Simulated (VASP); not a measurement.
Wanted: the native input for a VASP 6.6.1 run.

| Quantity | Value |
| --- | --- |
| Task | single point |
| Functional | PBEsol |
| Potentials or basis | VASP PAW PBE potentials, release 64 (Sc_sv, Al, H) |
| Cutoff | 520 eV |
| k mesh | 6 × 6 × 6 |
| Occupations | fermi-dirac, width 0.05 eV |
| Spin | no spin polarisation |
| Dipole correction | no |
| Further INCAR settings | ALGO = Normal; EDIFF = 1e-06; NBANDS = 20 |

The structure of ScAlH6 lies in POSCAR:

```
ScAlH6
1.0
    5.0415200071      0.1163013435      0.4505099793
    2.5114713981      2.8853934437     -0.5144618641
    0.5031943072      0.9657636688      3.7247732289
Sc Al H
1 1 6
Direct
    0.0241036532     -0.0366705253      0.0233606496
    0.5077740382     -0.0196860271      0.5074723435
    0.8882925764      0.5471300683      0.2408353464
    0.1290733967      0.4060542012      0.7795774970
    0.5559638084      0.6609137216      0.8864714856
    0.4573175002      0.2969193631      0.1284273532
    0.2439781638     -0.1367638951      0.4545453262
    0.7818347387      1.0859506554      0.5512965399
```

The input as run:

INCAR

```
PREC = Accurate ; ENCUT = 520
EDIFF = 1E-6 ; ISMEAR = -1
SIGMA = 0.05 ; LREAL = False
LASPH = True ; NELM = 100
ALGO = Normal ; ISIF = 2
LWAVE = False ; LCHARG = True
GGA = PS ; LELF = True
LVHAR = True ; NBANDS = 20
```

KPOINTS

```
regular mesh
0
Gamma
  6 6 6
```

Potentials or basis: VASP PAW PBE potentials, release 64 (Sc_sv, Al, H).

Run with:

```console
$ cat potpaw_PBE.64/Sc_sv/POTCAR potpaw_PBE.64/Al/POTCAR potpaw_PBE.64/H/POTCAR > POTCAR
$ mpirun -np 1 vasp_std > vasp.out
```

Results of the run:

```yaml
Pressure: 0.0 GPa
Largest_force: 0.006 eV/Å
Band_gap_on_the_k_mesh: 1.24 eV (least direct gap 1.63 eV)
```

Caveat: the PAW data sets were made with another functional, which shifts forces and pressure a little.

Wall time 98 s on 1 thread of Intel(R) Xeon(R) Platinum 8488C (Sapphire Rapids), with other jobs on the host, peak memory 0.26 GiB.
